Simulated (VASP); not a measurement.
# Fe2O3 (R-3c) in VASP: further runs

Runs on Fe2O3. Level: PBE+U. Tasks: electric field gradients.

Program: VASP 6.6.1. These are calculated values, not measurements. Logs are shortened: lines on timing, memory, paths and dates and some standing lists are left out, and cuts for length are marked.

## (1) The cell of the first run

It takes space group R-3c (No. 167, trigonal). The conventional cell has a = 5.038 Å, b = 5.038 Å, c = 13.772 Å, α = 90.00°, β = 90.00°, γ = 120.00°. Within 2.7 Å of Fe (site symmetry 3) lie 6 O at 1.98 to 2.07 Å and 1 Fe at 2.65 Å. O (site symmetry 2) has 4 Fe at 1.98 to 2.07 Å within 2.6 Å.

## (2) Electric field gradients, PBE+U, collinear spin, antiferromagnetic start

INCAR reads:

```
PREC = Accurate ; ENCUT = 520
EDIFF = 1E-8 ; ISMEAR = -1
SIGMA = 0.05 ; LREAL = False
LASPH = True ; NELM = 150
ALGO = Normal ; ISIF = 2
LWAVE = False ; LCHARG = False
ISPIN = 2 ; MAGMOM = 5 5 -5 -5 0 0 0 0 0 0
LORBIT = 11 ; LMAXMIX = 4
LDAU = True ; LDAUTYPE = 2
LDAUL = 2 -1 ; LDAUU = 4 0
LDAUJ = 0 0 ; LDAUPRINT = 1
GGA = PE ; LEFG = True
NBANDS = 49 ; KPAR = 4
```

KPOINTS reads:

```
Automatic mesh
0
Gamma
  11 11 11
```

POSCAR reads:

```
Fe2O3
1.0
    2.5190000000      1.4543453281      4.5906666667
   -2.5190000000      1.4543453281      4.5906666667
    0.0000000000     -2.9086906562      4.5906666667
Fe O
4 6
Direct
    0.3463208288      0.3463208288      0.3463208288
    0.1536791712      0.1536791712      0.1536791712
    0.6536791712      0.6536791712      0.6536791712
    0.8463208288      0.8463208288      0.8463208288
    0.5648112369      0.9351887631      0.2500000000
    0.2500000000      0.5648112369      0.9351887631
    0.9351887631      0.2500000000      0.5648112369
    0.4351887631      0.0648112369      0.7500000000
    0.7500000000      0.4351887631      0.0648112369
    0.0648112369      0.7500000000      0.4351887631
```

Potentials or basis: VASP PAW PBE potentials, release 64 (Fe, O).

Command:

```sh
$ cat potpaw_PBE.64/Fe/POTCAR potpaw_PBE.64/O/POTCAR > POTCAR
$ mpirun -np 4 vasp_std > vasp.out
```

OUTCAR:

```text
PREC = Accurate
   ENCUT = 520
   EDIFF = 1E-8
   ISMEAR = -1
   LREAL = False
   LASPH = True
   NELM = 150
   ISIF = 2
   ISPIN = 2
   LORBIT = 11
   GGA = PE

 ion  position               nearest neighbor table
   1  0.346  0.346  0.346-  10 1.98   8 1.98   9 1.98   5 2.07   7 2.07   6 2.07   2 2.65   3 2.93
                             3 2.93   3 2.93
   2  0.154  0.154  0.154-   9 1.98   8 1.98  10 1.98   5 2.07   7 2.07   6 2.07   1 2.65   4 2.93
                             4 2.93   4 2.93
   3  0.654  0.654  0.654-   7 1.98   5 1.98   6 1.98   8 2.07   9 2.07  10 2.07   4 2.65   1 2.93
                             1 2.93   1 2.93
   4  0.846  0.846  0.846-   6 1.98   5 1.98   7 1.98   8 2.07   9 2.07  10 2.07   3 2.65   2 2.93
                             2 2.93   2 2.93
   5  0.565  0.935  0.250-   3 1.98   4 1.98   1 2.07   2 2.07
   6  0.250  0.565  0.935-   4 1.98   3 1.98   1 2.07   2 2.07
   7  0.935  0.250  0.565-   3 1.98   4 1.98   1 2.07   2 2.07
   8  0.435  0.065  0.750-   1 1.98   2 1.98   3 2.07   4 2.07
   9  0.750  0.435  0.065-   2 1.98   1 1.98   3 2.07   4 2.07
  10  0.065  0.750  0.435-   1 1.98   2 1.98   3 2.07   4 2.07

  LATTYP: Found a trigonal (rhomboedric) cell.
 ALAT       =     5.4345838643
 COS(alpha) =     0.5703114900

  Lattice vectors:

 A1 = (   2.5190000000,   1.4543453281,   4.5906666667)
 A2 = (  -2.5190000000,   1.4543453281,   4.5906666667)
 A3 = (   0.0000000000,  -2.9086906562,   4.5906666667)

Analysis of symmetry for initial positions (statically):
=====================================================================
 Subroutine PRICEL returns:
 Original cell was already a primitive cell.

 Routine SETGRP: Setting up the symmetry group for a
 trigonal (rhombohedral) supercell.

 Subroutine GETGRP returns: Found 12 space group operations
 (whereof  6 operations were pure point group operations)
 out of a pool of 12 trial point group operations.

The static configuration has the point symmetry S_6 .
 The point group associated with its full space group is D_3d.

Analysis of symmetry for dynamics (positions and initial velocities):
=====================================================================
 Subroutine PRICEL returns:
 Original cell was already a primitive cell.

 Routine SETGRP: Setting up the symmetry group for a
 trigonal (rhombohedral) supercell.

 Subroutine GETGRP returns: Found 12 space group operations
 (whereof  6 operations were pure point group operations)
 out of a pool of 12 trial point group operations.

The dynamic configuration has the point symmetry S_6 .
 The point group associated with its full space group is D_3d.

Analysis of structural, dynamic, and magnetic symmetry:
=====================================================================
 Subroutine PRICEL returns:
 Original cell was already a primitive cell.

 Routine SETGRP: Setting up the symmetry group for a
 trigonal (rhombohedral) supercell.

 Subroutine GETGRP returns: Found 12 space group operations
 (whereof  6 operations were pure point group operations)
 out of a pool of 12 trial point group operations.

The overall configuration has the point symmetry S_6 .
 The point group associated with its full space group is D_3d.

 Subroutine INISYM returns: Found 12 space group operations
 (whereof  6 operations are pure point group operations),
 and found     1 'primitive' translations

----------------------------------------------------------------------------------------

                                     Primitive cell

  volume of cell :     100.9073

  direct lattice vectors                    reciprocal lattice vectors
     2.519000000  1.454345328  4.590666667     0.198491465  0.114599101  0.072611095
    -2.519000000  1.454345328  4.590666667    -0.198491465  0.114599101  0.072611095
     0.000000000 -2.908690656  4.590666667     0.000000000 -0.229198201  0.072611095

  length of vectors
     5.434583864  5.434583864  5.434583864     0.240425012  0.240425012  0.240425012

  position of ions in fractional coordinates (direct lattice)
     0.346320829  0.346320829  0.346320829
     0.153679171  0.153679171  0.153679171
     0.653679171  0.653679171  0.653679171
     0.846320829  0.846320829  0.846320829
     0.564811237  0.935188763  0.250000000
     0.250000000  0.564811237  0.935188763
     0.935188763  0.250000000  0.564811237
     0.435188763  0.064811237  0.750000000
     0.750000000  0.435188763  0.064811237
     0.064811237  0.750000000  0.435188763

[... 254 lines left out ...]
  o =  0.9772  v =  0.0000  0.0000  0.0000  0.0000  0.0000 -0.7807 -0.6093  0.0000  0.0000 -0.1385      0.0000  0.0000  0.0000  0.0000  0.0000  0.0000  0.0000  0.0000  0.0000  0.0000
  o =  0.9798  v =  0.0000  0.0000  0.0000  0.0000  0.0000  0.0000 -0.0000 -1.0000  0.0000 -0.0000      0.0000  0.0000  0.0000  0.0000  0.0000  0.0000  0.0000  0.0000  0.0000  0.0000
  o =  1.0433  v =  0.0000  0.0000  0.0000  0.0000  0.0000  0.1064 -0.0000 -0.0000 -0.7929 -0.6000      0.0000  0.0000  0.0000  0.0000  0.0000  0.0000  0.0000  0.0000  0.0000  0.0000
  o =  1.0433  v =  0.0000  0.0000  0.0000  0.0000  0.0000 -0.6000  0.7929 -0.0000 -0.0000 -0.1064      0.0000  0.0000  0.0000  0.0000  0.0000  0.0000  0.0000  0.0000  0.0000  0.0000

 number of electron      67.9999984 magnetization       0.0000000

 Free energy of the ion-electron system (eV)
  ---------------------------------------------------
  ext. energy  EPLUGINS =         0.00000000
  ---------------------------------------------------
  free energy    TOTEN  =       -67.94579846 eV

  energy without entropy =      -67.94579844  energy(sigma->0) =      -67.94579845

 E-fermi :   4.3790     XC(G=0): -11.5731

 val. band max:        3.6194571489   @ k =   0.2727   0.2727   0.2727
 cond. band min:       5.1659866138   @ k =   0.0000   0.0000   0.0000
 fundamental gap:      1.5465294648
 Fermi energy:         4.3790204315

 spin component 1

 k-point     1 :       0.0000    0.0000    0.0000
  band No.  band energies     occupation
      1     -15.1418      1.00000
      2     -13.6250      1.00000
      3     -13.6250      1.00000
      4     -13.5385      1.00000
      5     -13.4854      1.00000
      6     -13.4854      1.00000
[... 2345 lines left out ...]
     45      10.3007      0.00000
     46      13.5773      0.00000

 [... further k-points ...]

 [bands above 46 left out]

------------------------ aborting loop because EDIFF is reached ----------------------------------------

  FORCE on cell =-STRESS in cart. coord.  units (eV):
  Direction    XX          YY          ZZ          XY          YZ          ZX
  --------------------------------------------------------------------------------------
  -------------------------------------------------------------------------------------
  Total        2.6484324      2.6484324      5.0062342      0.0000000     -0.0000000      0.0000000
  in kB       42.0510412     42.0510412     79.4875347      0.0000000     -0.0000000      0.0000000
  external PRESSURE =      54.5298724 kB  Pullay stress =       0.0000000 kB

 VOLUME and BASIS-vectors are now :
 -----------------------------------------------------------------------------
  energy-cutoff  :      520.00
  volume of cell :      100.91
      direct lattice vectors                 reciprocal lattice vectors
     2.519000000  1.454345328  4.590666667     0.198491465  0.114599101  0.072611095
    -2.519000000  1.454345328  4.590666667    -0.198491465  0.114599101  0.072611095
     0.000000000 -2.908690656  4.590666667     0.000000000 -0.229198201  0.072611095

 POSITION                                       TOTAL-FORCE (eV/Angst)
 -----------------------------------------------------------------------------------
      0.00000      0.00000      4.76953         0.000000     -0.000000      0.966742
      0.00000      0.00000      2.11647         0.000000     -0.000000     -0.966742
      0.00000      0.00000      9.00247         0.000000     -0.000000     -0.966742
      0.00000      0.00000     11.65553         0.000000     -0.000000      0.966742
     -0.93298      1.45435      8.03367        -0.512631     -0.000000     -0.000000
     -0.79301     -1.53516      8.03367         0.256315     -0.443951     -0.000000
      1.72599      0.08081      8.03367         0.256315      0.443951     -0.000000
      0.93298     -1.45435      5.73833         0.512631     -0.000000     -0.000000
      0.79301      1.53516      5.73833        -0.256315      0.443951     -0.000000
     -1.72599     -0.08081      5.73833        -0.256315     -0.443951     -0.000000
 -----------------------------------------------------------------------------------
    total drift:                               -0.000000      0.000000      0.000000

  FREE ENERGIE OF THE ION-ELECTRON SYSTEM (eV)
  ---------------------------------------------------
  free  energy   TOTEN  =       -67.9457984617 eV

  energy  without entropy=      -67.9457984390  energy(sigma->0) =      -67.94579845

 Electric field gradients (V/A^2)
---------------------------------------------------------------------
 ion       V_xx      V_yy      V_zz      V_xy      V_xz      V_yz
---------------------------------------------------------------------
   1      -1.636    -1.636     3.273     0.000    -0.000    -0.000
   2      -1.636    -1.636     3.273    -0.000     0.000    -0.000
   3      -1.636    -1.636     3.273     0.000    -0.000    -0.000
   4      -1.636    -1.636     3.273    -0.000     0.000    -0.000
   5      21.285   -21.562     0.277     0.000     0.000   -37.288
   6     -10.850    10.573     0.277   -18.553    32.293    18.644
   7     -10.850    10.573     0.277    18.553   -32.293    18.644
   8      21.285   -21.562     0.277     0.000    -0.000   -37.288
   9     -10.850    10.573     0.277   -18.553    32.293    18.644
  10     -10.850    10.573     0.277    18.553   -32.293    18.644
---------------------------------------------------------------------

 Electric field gradients after diagonalization (V/A^2)
 (convention: |V_zz| > |V_xx| > |V_yy|)
----------------------------------------------------------------------
 ion       V_xx      V_yy      V_zz     asymmetry (V_yy - V_xx)/ V_zz
----------------------------------------------------------------------
   1      -1.636    -1.636     3.273       0.000
   2      -1.636    -1.636     3.273       0.000
   3      -1.636    -1.636     3.273       0.000
   4      -1.636    -1.636     3.273       0.000
   5      28.212    21.285   -49.497       0.140
   6      28.212    21.285   -49.497       0.140
   7      28.212    21.285   -49.497       0.140
   8      28.212    21.285   -49.497       0.140
   9      28.212    21.285   -49.497       0.140
  10      28.212    21.285   -49.497       0.140
----------------------------------------------------------------------

           NMR quadrupolar parameters

 Cq : quadrupolar parameter    Cq=e*Q*V_zz/h
 eta: asymmetry parameters     (V_yy - V_xx)/ V_zz
 Q  : nuclear electric quadrupole moment in mb (millibarn)
----------------------------------------------------------------------
 ion       Cq(MHz)       eta       Q (mb)
----------------------------------------------------------------------
   1       0.008       0.000       1.000
   2       0.008       0.000       1.000
   3       0.008       0.000       1.000
   4       0.008       0.000       1.000
   5      -0.120       0.140       1.000
   6      -0.120       0.140       1.000
   7      -0.120       0.140       1.000
   8      -0.120       0.140       1.000
   9      -0.120       0.140       1.000
  10      -0.120       0.140       1.000
----------------------------------------------------------------------

 total charge

# of ion       s       p       d       tot
------------------------------------------
    1        0.381   0.555   5.842   6.777
    2        0.381   0.555   5.842   6.777
    3        0.381   0.555   5.842   6.777
    4        0.381   0.555   5.842   6.777
    5        1.563   3.474   0.000   5.038
    6        1.563   3.474   0.000   5.038
    7        1.563   3.474   0.000   5.038
    8        1.563   3.474   0.000   5.038
    9        1.563   3.474   0.000   5.038
   10        1.563   3.474   0.000   5.038
--------------------------------------------------
tot         10.904  23.064  23.368  57.336

 magnetization (x)

# of ion       s       p       d       tot
------------------------------------------
    1        0.013   0.017   4.168   4.197
    2        0.013   0.017   4.168   4.197
    3       -0.013  -0.017  -4.168  -4.197
    4       -0.013  -0.017  -4.168  -4.197
    5       -0.002  -0.019   0.000  -0.021
    6       -0.002  -0.019   0.000  -0.021
    7       -0.002  -0.019   0.000  -0.021
    8        0.002   0.019   0.000   0.021
    9        0.002   0.019   0.000   0.021
   10        0.002   0.019   0.000   0.021
--------------------------------------------------
tot          0.000   0.000  -0.000  -0.000
```

Run time: 6.9 min. Hardware: 4 MPI ranks of Intel Xeon 6975P-C (Granite Rapids), shared host; peak memory 0.98 GiB.

What came out:

```
Free energy                                           : -67.9458 eV
Pressure                                              : 5.5 GPa
Largest force                                         : 0.967 eV/Å
Band gap on the k mesh                                : 1.55 eV (least direct gap 1.70 eV)
Net moment                                            : 0.00 μB per cell
Site moments                                          : Fe +4.20, -4.20 (each value once); O -0.02, +0.02 (each value once) μB
Largest electric field gradient by atom               : Fe +3.3; O -49.5 V/Å²
Valence electrons inside the program's atomic spheres : Fe 6.78; O 5.04
```

Forces in eV/Å, atoms in the order of the input:
```
Fe   0.000  0.000  0.967
Fe   0.000  0.000 -0.967
Fe   0.000  0.000 -0.967
Fe   0.000  0.000  0.967
O   -0.513  0.000  0.000
O    0.256 -0.444  0.000
O    0.256  0.444  0.000
O    0.513  0.000  0.000
O   -0.256  0.444  0.000
O   -0.256 -0.444  0.000
```

Stress tensor (GPa, compression positive):
```
4.21 0.00 0.00
0.00 4.21 0.00
0.00 0.00 7.95
```

Levels at points of the mesh, in eV from the valence-band top:
Spin up:
| k point | band 32 | band 33 | band 34 | band 35 | band 36 | band 37 |
| --- | --- | --- | --- | --- | --- | --- |
| (0.00, 0.00, 0.00) | -0.81 | -0.44 | -0.44 | 1.55 | 2.25 | 2.25 |
Spin down:
| k point | band 31 | band 32 | band 33 | band 34 | band 35 | band 36 | band 37 | band 38 |
| --- | --- | --- | --- | --- | --- | --- | --- | --- |
| (0.00, 0.00, 0.00) | -0.81 | -0.81 | -0.44 | -0.44 | 1.55 | 2.25 | 2.25 | 2.39 |

Electric field gradients, principal values (V/Å²):
```tsv
atom	least	middle	greatest (by size)
1 Fe	-1.636	-1.636	3.273
2 Fe	-1.636	-1.636	3.273
3 Fe	-1.636	-1.636	3.273
4 Fe	-1.636	-1.636	3.273
5 O	21.285	28.212	-49.497
6 O	21.285	28.212	-49.497
7 O	21.285	28.212	-49.497
8 O	21.285	28.212	-49.497
9 O	21.285	28.212	-49.497
10 O	21.285	28.212	-49.497
```

Eigenvalues of the final occupation matrices:
```csv
site,spin,trace,eigenvalues
site 1 d,1,5.02,0.98 0.98 0.98 1.04 1.04
site 1 d,2,0.85,0.08 0.08 0.10 0.30 0.30
site 2 d,1,5.02,0.98 0.98 0.98 1.04 1.04
site 2 d,2,0.85,0.08 0.08 0.10 0.30 0.30
site 3 d,1,0.85,0.08 0.08 0.10 0.30 0.30
site 3 d,2,5.02,0.98 0.98 0.98 1.04 1.04
site 4 d,1,0.85,0.08 0.08 0.10 0.30 0.30
site 4 d,2,5.02,0.98 0.98 0.98 1.04 1.04
```

Caveat: the cell stands under pressure; without QUAD_EFG the Cq values of the log hold for a quadrupole moment of 1 mb, not for the nuclei. A k mesh can miss the band edges.

(Continued in part 2 of 2.)
